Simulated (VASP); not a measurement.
Here is a VASP 6.6.1 calculation.

The input INCAR:

```
PREC = Accurate ; ENCUT = 520
EDIFF = 1E-6 ; ISMEAR = 0
SIGMA = 0.1 ; LREAL = F
LASPH = T ; NELM = 100
ALGO = Normal ; ISIF = 2
LWAVE = F ; LCHARG = T
GGA = PE ; LELF = T
LVHAR = T ; NBANDS = 42
```

File KPOINTS:

```
Automatic mesh
0
Gamma
  12 12 6
```

File POSCAR:

```
Hf4ZrRu
1.0
    4.7429818080      0.0000000000      0.0000000000
   -2.3714909040      4.1075427354      0.0000000000
    0.0000000000      0.0000000000      8.0936827956
Zr Hf Ru
1 4 1
Direct
    0.0000000000      0.0000000000      0.0000000000
    0.6666666667      0.3333333333      0.6629605567
    0.6666666667      0.3333333333      0.3370394433
    0.6666666667      0.3333333333      0.0000000000
    0.3333333333      0.6666666667      0.0000000000
    0.0000000000      0.0000000000      0.5000000000
```

Potentials or basis: VASP PAW PBE potentials, release 64 (Zr_sv, Hf_pv, Ru_pv).

The run is started by

```console
$ cat potpaw_PBE.64/Zr_sv/POTCAR potpaw_PBE.64/Hf_pv/POTCAR potpaw_PBE.64/Ru_pv/POTCAR > POTCAR
$ mpirun -np 1 vasp_std > vasp.out
```

Problem. Predict the pressure.

Solution. -0.3 GPa.

Problem. Predict the band gap on the k mesh.

Solution. Zero (band 33 reaches 4.49 eV, above the bottom of band 34 at 3.74 eV).

Problem. What does it give for the largest force?

Solution. 0.064 eV/Å.

Stress tensor (GPa, compression positive):
```
-0.26  0.00  0.00
 0.00 -0.26  0.00
 0.00  0.00 -0.39
```

Caveat: spin-orbit coupling is left out, which moves the levels of the heavy elements.
